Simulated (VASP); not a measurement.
# B (Fd-3m) in VASP: a series of runs

Runs on B. Level: PBEsol. Tasks: density of states.

All numbers are computed with VASP 6.6.1; they aren't measurements. Logs are shortened: lines on timing, memory, paths and dates and some standing lists are left out, and cuts for length are marked.

**1. The cell of the first run**

The structure is cubic, space group Fd-3m (No. 227). Conventional cell: a = 3.892 Å, b = 3.892 Å, c = 3.892 Å, α = 90.00°, β = 90.00°, γ = 90.00°. Within 2.2 Å of B (site symmetry -43m) lie 4 B at 1.69 Å.

**2. Density of states, PBEsol (volume scaled by 0.9)**

POSCAR

```
B
1.0
    0.0000000000      1.9461445962      1.9461445962
    1.9461445962      0.0000000000      1.9461445962
    1.9461445962      1.9461445962      0.0000000000
B
2
Direct
   -0.1250000000     -0.1250000000     -0.1250000000
    0.1250000000      0.1250000000      0.1250000000
```

INCAR.step1

```
SYSTEM = B
ALGO     = Normal         ! electronic algorithm
EDIFF    = 1E-6           ! SCF threshold, eV
ENCUT    = 520            ! plane-wave cutoff, eV
GGA      = PS             ! functional
ISIF     = 2              ! what is computed and relaxed
ISMEAR   = -1             ! smearing method
LASPH    = .TRUE.         ! aspherical terms in the spheres
LCHARG   = .TRUE.         ! write CHGCAR
LREAL    = .FALSE.        ! projectors in reciprocal space
LWAVE    = .FALSE.        ! write WAVECAR
NBANDS   = 10             ! bands
NELM     = 80             ! most SCF steps
PREC     = Accurate       ! precision mode
SIGMA    = 0.05           ! smearing width, eV
```

KPOINTS.step1

```
k-points
0
G
  18 18 18
  0 0 0
```

INCAR.step2

```
SYSTEM = B
ALGO     = Normal         ! electronic algorithm
EDIFF    = 1E-6           ! SCF threshold, eV
ENCUT    = 520            ! plane-wave cutoff, eV
GGA      = PS             ! functional
ICHARG   = 11             ! starting density
ISIF     = 2              ! what is computed and relaxed
ISMEAR   = -5             ! smearing method
LASPH    = .TRUE.         ! aspherical terms in the spheres
LCHARG   = .FALSE.        ! write CHGCAR
LORBIT   = 10             ! projections on sites
LREAL    = .FALSE.        ! projectors in reciprocal space
LWAVE    = .FALSE.        ! write WAVECAR
NBANDS   = 10             ! bands
NEDOS    = 2001           ! points of the DOS
NELM     = 80             ! most SCF steps
PREC     = Accurate       ! precision mode
SIGMA    = 0.05           ! smearing width, eV
```

KPOINTS.step2

```
k-points
0
G
  27 27 27
  0 0 0
```

Potentials or basis: VASP PAW PBE potentials, release 64 (B).

On the command line:

```sh
> cat potpaw_PBE.64/B/POTCAR > POTCAR
> cp INCAR.step1 INCAR
> cp KPOINTS.step1 KPOINTS
> mpirun -np 1 vasp_std > vasp.out
> cp INCAR.step2 INCAR
> cp KPOINTS.step2 KPOINTS
> mpirun -np 1 vasp_std > vasp.out
```

OUTCAR:

```text
SYSTEM = B
   EDIFF = 1E-6
   ENCUT = 520
   GGA = PS
   ICHARG = 11
   ISIF = 2
   ISMEAR = -5
   LASPH = .TRUE.
   LORBIT = 10
   LREAL = .FALSE.
   NELM = 80
   PREC = Accurate

 ion  position               nearest neighbor table
   1  0.875  0.875  0.875-   2 1.69   2 1.69   2 1.69   2 1.69
   2  0.125  0.125  0.125-   1 1.69   1 1.69   1 1.69   1 1.69

  LATTYP: Found a face centered cubic cell.
 ALAT       =     3.8922891924

  Lattice vectors:

 A1 = (   0.0000000000,   1.9461445962,   1.9461445962)
 A2 = (   1.9461445962,   0.0000000000,   1.9461445962)
 A3 = (   1.9461445962,   1.9461445962,   0.0000000000)

Analysis of symmetry for initial positions (statically):
=====================================================================
 Subroutine PRICEL returns:
 Original cell was already a primitive cell.

 Routine SETGRP: Setting up the symmetry group for a
 face centered cubic supercell.

 Subroutine GETGRP returns: Found 48 space group operations
 (whereof 12 operations were pure point group operations)
 out of a pool of 48 trial point group operations.

The static configuration has the point symmetry D_3d.
 The point group associated with its full space group is O_h .

Analysis of symmetry for dynamics (positions and initial velocities):
=====================================================================
 Subroutine PRICEL returns:
 Original cell was already a primitive cell.

 Routine SETGRP: Setting up the symmetry group for a
 face centered cubic supercell.

 Subroutine GETGRP returns: Found 48 space group operations
 (whereof 12 operations were pure point group operations)
 out of a pool of 48 trial point group operations.

The dynamic configuration has the point symmetry D_3d.
 The point group associated with its full space group is O_h .

 Subroutine INISYM returns: Found 48 space group operations
 (whereof 12 operations are pure point group operations),
 and found     1 'primitive' translations

----------------------------------------------------------------------------------------

                                     Primitive cell

  volume of cell :      14.7420

  direct lattice vectors                    reciprocal lattice vectors
     0.000000000  1.946144596  1.946144596    -0.256918217  0.256918217  0.256918217
     1.946144596  0.000000000  1.946144596     0.256918217 -0.256918217  0.256918217
     1.946144596  1.946144596  0.000000000     0.256918217  0.256918217 -0.256918217

  length of vectors
     2.752264082  2.752264082  2.752264082     0.444995406  0.444995406  0.444995406

  position of ions in fractional coordinates (direct lattice)
     0.875000000  0.875000000  0.875000000
     0.125000000  0.125000000  0.125000000

  ion indices of the primitive-cell ions
   primitive index   ion index
                 1           1
                 2           2

----------------------------------------------------------------------------------------

 KPOINTS: k-points

Automatic generation of k-mesh.
 Grid dimensions read from file:
 generate k-points for:   27   27   27

 Generating k-lattice:

  Cartesian coordinates                     Fractional coordinates (reciprocal lattice)
    -0.009515490  0.009515490  0.009515490     0.037037037  0.000000000  0.000000000
     0.009515490 -0.009515490  0.009515490     0.000000000  0.037037037  0.000000000
     0.009515490  0.009515490 -0.009515490     0.000000000  0.000000000  0.037037037

  Length of vectors
     0.016481311  0.016481311  0.016481311

  Shift w.r.t. Gamma in fractional coordinates (k-lattice)
     0.000000000  0.000000000  0.000000000

 TETIRR: Found   2653 inequivalent tetrahedra from   118098

 Subroutine IBZKPT returns following result:
 ===========================================

 Found    560 irreducible k-points:

 Following reciprocal coordinates:
            Coordinates               Weight
  0.000000  0.000000  0.000000      1.000000
  0.037037  0.000000  0.000000      8.000000
  0.074074  0.000000  0.000000      8.000000
  0.111111  0.000000  0.000000      8.000000
  0.148148  0.000000  0.000000      8.000000
  0.185185  0.000000  0.000000      8.000000
[... 16 lines left out ...]
  0.333333  0.037037  0.000000     24.000000
  0.370370  0.037037  0.000000     24.000000
 [... further k-points ...]
   k-points           NKPTS =    560   k-points in BZ     NKDIM =    560   number of bands    NBANDS=     10
   number of dos      NEDOS =   2001   number of ions     NIONS =      2
   total plane-waves  NPLWV =   8000
   dimension x,y,z NGX =    20 NGY =   20 NGZ =   20
   dimension x,y,z NGXF=    40 NGYF=   40 NGZF=   40
   ions per type =               2
   NGX,Y,Z   is equivalent  to a cutoff of  12.08, 12.08, 12.08 a.u.
   NGXF,Y,Z  is equivalent  to a cutoff of  24.16, 24.16, 24.16 a.u.
 SYSTEM =  B
   PREC   = accura    normal or accurate (medium, high low for compatibility)
   ISTART =      0    job   : 0-new  1-cont  2-samecut
   ICHARG =     11    charge: 1-file 2-atom 10-const
   ISPIN  =      1    spin polarized calculation?
   LNONCOLLINEAR =      F non collinear calculations
   LSORBIT =      F    spin-orbit coupling
   LASPH  =      T    aspherical Exc in radial PAW
   ENCUT  =  520.0 eV  38.22 Ry    6.18 a.u.   5.12  5.12  5.12*2*pi/ulx,y,z
   NELM   =     80;   NELMIN=  2; NELMDL=  0     # of ELM steps
   EDIFF  = 0.1E-05   stopping-criterion for ELM
   LREAL  =      F    real-space projection
   EDIFFG = 0.1E-04   stopping-criterion for IOM
   NSW    =      0    number of steps for IOM
   IBRION =     -1    ionic relax: 0-MD 1-quasi-New 2-CG
   NFREE  =      0    steps in history (QN), initial steepest desc. (CG)
   ISIF   =      2    stress and relaxation
   ISYM   =      2    0-nonsym 1-usesym 2-fastsym
   POTIM  = 0.5000    time-step for ionic-motion
   TEBEG  =    0.0;   TEEND  =   0.0 temperature during run
   PSTRESS=    0.0 pullay stress
   NELECT =       6.0000    total number of electrons
   NUPDOWN=      -1.0000    fix difference up-down
   EMIN   =  10.00;   EMAX   =-10.00  energy-range for DOS
   EFERMI =   0.00;   METHOD = LEGACY
   ISMEAR =    -5;   SIGMA  =   0.05  broadening in eV -4-tet -1-fermi 0-gaus
   EFERMI_NEDOS =   21; number of points for ismear=-14 and -15
   IALGO  =     38    algorithm
   IMIX   =      4    mixing-type and parameters
     AMIX     =   0.40;   BMIX     =  1.00
     AMIX_MAG =   1.60;   BMIX_MAG =  1.00
  volume/ion in A,a.u.               =       7.37        49.74
  Fermi-wavevector in a.u.,A,eV,Ry     =   1.213222  2.292656 20.026507  1.471907
  Thomas-Fermi vector in A             =   2.348681
   LORBIT       =     10    0 simple, 1 ext, 2 COOP (PROOUT), +10 PAW based schemes
   GGA     = PS    functional components
   LHFCALC =     F    Hartree Fock is set to
   AEXX    =    0.0000 exact exchange contribution
   IVDW    =     0    specifies the selected vdW correction
   LEPSILON=     F    determine dielectric tensor
   LRPA    =     F    only Hartree local field effects (RPA)
 non-spin polarized calculation
 Fermi weights with tetrahedron method with Bloechl corrections
  energy-cutoff  :      520.00
  volume of cell :       14.74
 maximum number of plane-waves:       411

 number of electron       6.0000000 magnetization

 Free energy of the ion-electron system (eV)
  ---------------------------------------------------
  ext. energy  EPLUGINS =         0.00000000
  ---------------------------------------------------
  free energy    TOTEN  =       -12.01706893 eV

  energy without entropy =      -12.01706893  energy(sigma->0) =      -12.01706893

 E-fermi :   4.6872     XC(G=0): -11.7853

 val. band max:        4.7363694022   @ k =   0.2963   0.2593   0.0370
 cond. band min:       4.5987222780   @ k =   0.3333   0.2222   0.1111
 fundamental gap:     -0.1376471242
 Fermi energy:         4.6871773079

 k-point     1 :       0.0000    0.0000    0.0000
  band No.  band energies     occupation
      1      -9.0901      2.00000
      2       9.1701      0.00000
      3       9.1701      0.00000
      4       9.1701      0.00000
      5      13.4951      0.00000
      6      13.4951      0.00000
      7      13.4951      0.00000
      8      23.7075      0.00000
      9      25.0257      0.00000
     10      29.1208      0.00000

 k-point     2 :       0.0370    0.0000    0.0000
  band No.  band energies     occupation
      1      -9.0580      2.00000
      2       8.9035      0.00000
      3       9.0989      0.00000
      4       9.0989      0.00000
      5      13.5878      0.00000
      6      13.5878      0.00000
      7      13.6955      0.00000
      8      23.6622      0.00000
      9      25.0827      0.00000
     10      28.3376      0.00000

 k-point     3 :       0.0741    0.0000    0.0000
  band No.  band energies     occupation
      1      -8.9620      2.00000
      2       8.2223      0.00000
      3       8.9055      0.00000
      4       8.9055      0.00000
      5      13.8412      0.00000
      6      13.8412      0.00000
      7      14.1804      0.00000
      8      23.5336      0.00000
      9      25.2440      0.00000
     10      27.4139      0.00000
[... 248 lines left out ...]
 k-point    23 :       0.3333    0.0370    0.0000
  band No.  band energies     occupation
      1      -6.6744      2.00000
      2       1.2545      2.00000
      3       6.7656      0.00000
      4       7.1719      0.00000
      5      15.4115      0.00000
      6      16.0657      0.00000
      7      17.5613      0.00000
      8      21.7648      0.00000
      9      25.8335      0.00000
     10      27.2525      0.00000

 k-point    24 :       0.3704    0.0370    0.0000
  band No.  band energies     occupation
      1      -6.0987      2.00000
      2       0.2282      2.00000
      3       6.6277      0.00000
      4       6.9495      0.00000
      5      15.4607      0.00000
      6      16.0299      0.00000
      7      17.8455      0.00000
      8      21.6614      0.00000
      9      26.4012      0.00000
     10      27.5954      0.00000

 [... further k-points ...]

------------------------ aborting loop because EDIFF is reached ----------------------------------------

  FORCE on cell =-STRESS in cart. coord.  units (eV):
  Direction    XX          YY          ZZ          XY          YZ          ZX
  --------------------------------------------------------------------------------------
  -------------------------------------------------------------------------------------
  Total        2.1771012      2.1771012      2.1771012     -0.0000000     -0.0000000      0.0000000
  in kB      236.6104321    236.6104321    236.6104321     -0.0000000     -0.0000000      0.0000000
  external PRESSURE =     236.6104321 kB  Pullay stress =       0.0000000 kB

 VOLUME and BASIS-vectors are now :
 -----------------------------------------------------------------------------
  energy-cutoff  :      520.00
  volume of cell :       14.74
      direct lattice vectors                 reciprocal lattice vectors
     0.000000000  1.946144596  1.946144596    -0.256918217  0.256918217  0.256918217
     1.946144596  0.000000000  1.946144596     0.256918217 -0.256918217  0.256918217
     1.946144596  1.946144596  0.000000000     0.256918217  0.256918217 -0.256918217

 POSITION                                       TOTAL-FORCE (eV/Angst)
 -----------------------------------------------------------------------------------
      3.40575      3.40575      3.40575        -0.000000     -0.000000     -0.000000
      0.48654      0.48654      0.48654         0.000000      0.000000      0.000000
 -----------------------------------------------------------------------------------
    total drift:                                0.000000      0.000000     -0.000000

  FREE ENERGIE OF THE ION-ELECTRON SYSTEM (eV)
  ---------------------------------------------------
  free  energy   TOTEN  =       -12.0170689262 eV

  energy  without entropy=      -12.0170689262  energy(sigma->0) =      -12.01706893

 total charge

# of ion       s       p       d       tot
------------------------------------------
    1        0.786   1.221   0.000   2.007
    2        0.786   1.221   0.000   2.007
--------------------------------------------------
tot          1.572   2.442   0.000   4.014
```

It took 26 s on 1 thread of AMD EPYC 9R45 (Zen 5), shared host; peak memory 0.14 GiB.

Results:

* Valence electrons inside the program's atomic spheres: B 2.01

Levels at points of the mesh, in eV from the Fermi level:
| k point | band 1 | band 2 | band 3 | band 4 | band 5 | band 6 | band 7 |
| --- | --- | --- | --- | --- | --- | --- | --- |
| (0.00, 0.00, 0.00) | -13.78 | 4.48 | 4.48 | 4.48 | 8.81 | 8.81 | 8.81 |

Caveat: the cell differs from its parent crystal (volume scaled by 0.9); the PAW data sets were made with another functional, which shifts forces and pressure a little; tetrahedron occupations give inexact forces and stress in metals.

**3. Density of states, PBEsol**

This run uses another cell than the first one, of 8.19 Å³/atom, 1.111 times its volume.

POSCAR

```
B
1.0
    0.0000000000      2.0157079169      2.0157079169
    2.0157079169      0.0000000000      2.0157079169
    2.0157079169      2.0157079169      0.0000000000
B
2
Direct
   -0.1250000000     -0.1250000000     -0.1250000000
    0.1250000000      0.1250000000      0.1250000000
```

INCAR.step1

```
ALGO = Normal ; EDIFF = 1E-6
ENCUT = 520 ; GGA = PS
ISIF = 2 ; ISMEAR = -1
LASPH = True ; LCHARG = True
LREAL = False ; LWAVE = False
NBANDS = 10 ; NELM = 60
PREC = Accurate ; SIGMA = 0.05
```

KPOINTS.step1

```
k-points
0
Gamma
  18 18 18
```

INCAR.step2

```
ALGO = Normal ; EDIFF = 1E-6
ENCUT = 520 ; GGA = PS
ICHARG = 11 ; ISIF = 2
ISMEAR = -5 ; LASPH = True
LCHARG = False ; LORBIT = 11
LREAL = False ; LWAVE = False
NEDOS = 2001 ; NELM = 60
PREC = Accurate ; SIGMA = 0.05
```

KPOINTS.step2

```
k-points
0
Gamma
  27 27 27
```

Potentials or basis: VASP PAW PBE potentials, release 64 (B).

On the command line:

```sh
> cat potpaw_PBE.64/B/POTCAR > POTCAR
> cp INCAR.step1 INCAR
> cp KPOINTS.step1 KPOINTS
> mpirun -np 1 vasp_std > vasp.out
> cp INCAR.step2 INCAR
> cp KPOINTS.step2 KPOINTS
> mpirun -np 1 vasp_std > vasp.out
```

Run time: 31 s. Hardware: 1 thread of AMD EPYC 9R45 (Zen 5), shared host; peak memory 0.14 GiB.

Results (log left out):

```
Valence electrons inside the program's atomic spheres : B 1.89
```

Levels at points of the mesh, in eV from the Fermi level:
```tsv
k point	band 1	band 2	band 3	band 4	band 5	band 6
(0.00, 0.00, 0.00)	-13.00	4.11	4.11	4.11	8.24	8.24
```

Caveat: the PAW data sets were made with another functional, which shifts forces and pressure a little; tetrahedron occupations give inexact forces and stress in metals.
